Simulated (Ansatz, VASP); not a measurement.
**One calculation of Si2Ni, two programs**

INCAR

```
SYSTEM = Si2Ni
ALGO = Normal
EDIFF = 1E-6
EDIFFG = -0.01
ENCUT = 600
GGA = PE
IBRION = 2
ISIF = 3
ISMEAR = -1
ISPIN = 2
LASPH = .TRUE.
LCHARG = .FALSE.
LDAU = .TRUE.
LDAUJ = 0 0
LDAUL = 2 -1
LDAUPRINT = 1
LDAUTYPE = 2
LDAUU = 8 0
LMAXMIX = 4
LORBIT = 11
LREAL = .FALSE.
LWAVE = .FALSE.
MAGMOM = 1 0 0
NELM = 150
NSW = 60
PREC = Accurate
SIGMA = 0.05
```

KPOINTS

```
k-points
0
G
  9 9 9
  0 0 0
```

File POSCAR:

```
Si2Ni
1.0
    0.0000000000      2.7030000000      2.7030000000
    2.7030000000      0.0000000000      2.7030000000
    2.7030000000      2.7030000000      0.0000000000
Ni Si
1 2
Direct
    0.0000000000      0.0000000000      0.0000000000
    0.7500000000      0.7500000000      0.7500000000
    0.2500000000      0.2500000000      0.2500000000
```

Contents of input.yaml:

```yaml
crystal:
  lattice:
    - [0.0, 2.703, 2.703]
    - [2.703, 0.0, 2.703]
    - [2.703, 2.703, 0.0]
  atoms:
    - { symbol: Ni, position: [0.0, 0.0, 0.0], spin: 1.0 }
    - { symbol: Si, position: [0.75, 0.75, 0.75] }
    - { symbol: Si, position: [0.25, 0.25, 0.25] }
hamiltonian:
  xc: pbe
  pseudopotentials: { kind: paw }
  hubbard: { sites: [{ species: Ni, l: d, u_eff: 8.0 }] }
magnetization:
  spin_polarized: true
kpoints:
  mp_grid: { grid: [9, 9, 9] }
scf:
  occupations: { method: fermi_dirac, width: 0.05 }
output:
  forces: true
  stress: true
  eigenvalues: true
relax:
  f_tol: 0.01
  max_steps: 40
  cell: { stress_tol: 0.05 }
```

Alike in both runs: task relaxation of cell and atoms; functional PBE; k mesh 9 × 9 × 9; occupations fermi-dirac, width 0.05 eV; collinear spin; Hubbard terms Ni d U = 8.0 eV.

|  | VASP | Ansatz |
| --- | --- | --- |
| version | VASP 6.6.1 | Ansatz 0.2.0 |
| potentials or method | VASP PAW PBE potentials, release 64 (Ni, Si) | Ansatz PAW |
| plane-wave cutoff (eV) | 600 | 420 |
| valence electrons in the cell | 18 | 26 |

|  | VASP | Ansatz | Ansatz less VASP |
| --- | --- | --- | --- |
| gap on the k mesh at the Fermi level, each at its own relaxed structure (eV) | none | none | - |
| net moment per atom (μB) | 0.00 | 0.00 | 0.000 |
| relaxed volume (Å³/atom) | 12.71 | 13.47 | +0.759 |
| relaxed cell length with the largest relative difference (Å) | 3.778 | 3.852 | +0.0737 |

The programs project onto different local orbitals, so the same U acts differently, and such runs can settle in different states. A gap of «none» marks a metal or a gap that the smearing closes. VASP's potentials hold 18 valence electrons a cell and Ansatz's 26, so a difference there can come from the potentials and not from the codes.

Noted on Ansatz's run: the magnetic or orbital state may not be the lowest; the plane-wave basis is chosen anew once the cell has moved, so the energies of steps on either side of that aren't comparable.
